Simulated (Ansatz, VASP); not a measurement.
## Two plane-wave programs on Ni2Ge

```
CELL_PARAMETERS angstrom
3.65989 0.00000 0.00000
-1.82994 3.16956 0.00000
0.00000 0.00000 4.63439
ATOMIC_POSITIONS crystal
Ni 0.66667 0.33333 0.25000
Ni 0.33333 0.66667 0.75000
Ni 0.00000 0.00000 0.00000
Ni 0.00000 0.00000 0.50000
Ge 0.66667 0.33333 0.75000
Ge 0.33333 0.66667 0.25000
```

Change from the starting cell: strain -0.080 along x and y, -0.080 along z, atoms carried along.

Alike in both runs: task single point; functional r2SCAN; k mesh 12 × 12 × 10; occupations gaussian, width 0.15 eV; no spin polarisation.

```csv
,VASP,Ansatz
version,VASP 6.6.1,Ansatz 0.2.0
potentials or method,"VASP PAW PBE potentials, release 64 (Ni, Ge_d), cutoff 520 eV","scalar-relativistic, plane waves, PAW"
valence electrons in the cell,68,100
```

|  | VASP | Ansatz | Ansatz less VASP |
| --- | --- | --- | --- |
| gap on the k mesh at the Fermi level (eV) | none | none | - |
| pressure (GPa) | 91.2 | 90.4 | -0.87 |
| traceless stress, the component that is largest in VASP (GPa) | -9.91 | -9.59 | +0.315 |

VASP's potentials were made for PBE, not for r2SCAN. A gap of «none» marks a metal or a gap that the smearing closes. Both programs put the cell under a high pressure, so it lies far from rest at this level. With one functional, cell and mesh, what is left measures potentials, basis and numerics. VASP's potentials hold 68 valence electrons a cell and Ansatz's 100, so a difference there can come from the potentials and not from the codes.

Noted on VASP's run: the cell as given lies far from equilibrium.
